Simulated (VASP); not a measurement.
Set up this calculation in VASP 6.6.1, as the native input.

* Task: single point
* Functional: PBE
* Dispersion: D4
* Potentials or basis: VASP PAW PBE potentials, release 64 (B, As)
* Cutoff: 520 eV
* k mesh: 6 × 6 × 6
* Occupations: gaussian, width 0.01 eV
* Spin: no spin polarisation
* Dipole correction: no
* Further INCAR settings: ALGO = Normal; EDIFF = 1e-06; NBANDS = 11

The structure of BAs lies in POSCAR:

```
BAs
1.0
    0.0000000000      2.3792611224      2.3792611224
    2.3792611224      0.0000000000      2.3792611224
    2.3792611224      2.3792611224      0.0000000000
B As
1 1
Direct
    0.0000000000      0.0000000000      0.0000000000
    0.2500000000      0.2500000000      0.2500000000
```

One way to write it, as run:

INCAR

```
SYSTEM = BAs
PREC = Accurate ; ENCUT = 520
EDIFF = 1E-6 ; ISMEAR = 0
SIGMA = 0.01 ; LREAL = .False.
LASPH = .True. ; NELM = 60
ALGO = Normal ; ISIF = 2
LWAVE = .False. ; LCHARG = .True.
GGA = PE ; IVDW = 13
LELF = .True. ; LVHAR = .True.
NBANDS = 11
```

KPOINTS

```
Automatic mesh
0
Gamma
  6 6 6
  0 0 0
```

Potentials or basis: VASP PAW PBE potentials, release 64 (B, As).

The run is started by

```sh
$ cat potpaw_PBE.64/B/POTCAR potpaw_PBE.64/As/POTCAR > POTCAR
$ mpirun -np 1 vasp_std > vasp.out
```

It gave:

```json
{
 "Pressure": "0.7 GPa",
 "Band gap on the k mesh": "1.26 eV, indirect (least direct gap 3.29 eV)",
 "Dispersion energy per atom": "-0.380 eV"
}
```

It took 15 s on 1 thread of Intel Xeon 8259CL (shared host), peak memory 0.15 GiB.
